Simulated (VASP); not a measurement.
Wanted: the native input for a VASP 6.6.1 run.

```yaml
Task: relaxation of cell and atoms
Functional: PBE
Dispersion: D3(BJ)
Potentials_or_basis: VASP PAW PBE potentials, release 64 (I)
Cutoff: 600 eV
k_mesh: 7 × 7 × 3
Occupations: fermi-dirac, width 0.05 eV
Spin: no spin polarisation
Dipole_correction: no
Further_INCAR_settings: ALGO = Normal; EDIFF = 1e-06; IBRION = 2; EDIFFG = -0.01; NSW = 60; ISIF = 3
```

The structure of I lies in POSCAR:

```
I
1.0
    3.6350350000     -2.3950200000      0.0000000000
    3.6350350000      2.3950200000      0.0000000000
    0.0000000000      0.0000000000      9.7934400000
I
4
Direct
    0.6493000000      0.3507000000      0.3844000000
    0.1493000000      0.8507000000      0.1156000000
    0.3507000000      0.6493000000      0.6156000000
    0.8507000000      0.1493000000      0.8844000000
```

These files were run (other wordings do the same):

INCAR

```
SYSTEM = I
  PREC = Accurate
  ENCUT = 600
  EDIFF = 1E-6
  ISMEAR = -1
  SIGMA = 0.05
  LREAL = .False.
  LASPH = .True.
  NELM = 60
  ALGO = Normal
  ISIF = 3
  LWAVE = .False.
  LCHARG = .False.
  GGA = PE
  IVDW = 12
  IBRION = 2
  NSW = 60
  EDIFFG = -0.01
```

KPOINTS

```
regular mesh
0
Gamma
  7 7 3
  0 0 0
```

Potentials or basis: VASP PAW PBE potentials, release 64 (I).

Command:

```bash
$ cat potpaw_PBE.64/I/POTCAR > POTCAR
$ mpirun -np 1 vasp_std > vasp.out
```

Results of the run:

```yaml
Relaxed_volume: 39.82 Å³/atom
Relaxed_cell: a = 4.310 Å, b = 4.310 Å, c = 9.643 Å, α = 90.00°, β = 90.00°, γ = 62.80°
Space_group_after_relaxing_to_0.1_Å: Cmce (No. 64)
Energy_gained_by_relaxing: 40.8 meV/atom
Ionic_steps: 21
Pressure_after_relaxing: 0.0 GPa
Largest_force_after_relaxing: 0.008 eV/Å
Band_gap_on_the_k_mesh: 0.90 eV (least direct gap 1.17 eV)
Dispersion_energy_per_atom: -0.326 eV
```

Caveat: spin-orbit coupling is left out, which moves the levels of the heavy elements.

Run time: 8.3 min on 1 thread of Intel(R) Xeon(R) 6975P-C (Granite Rapids), on a shared host, peak memory 0.39 GiB.
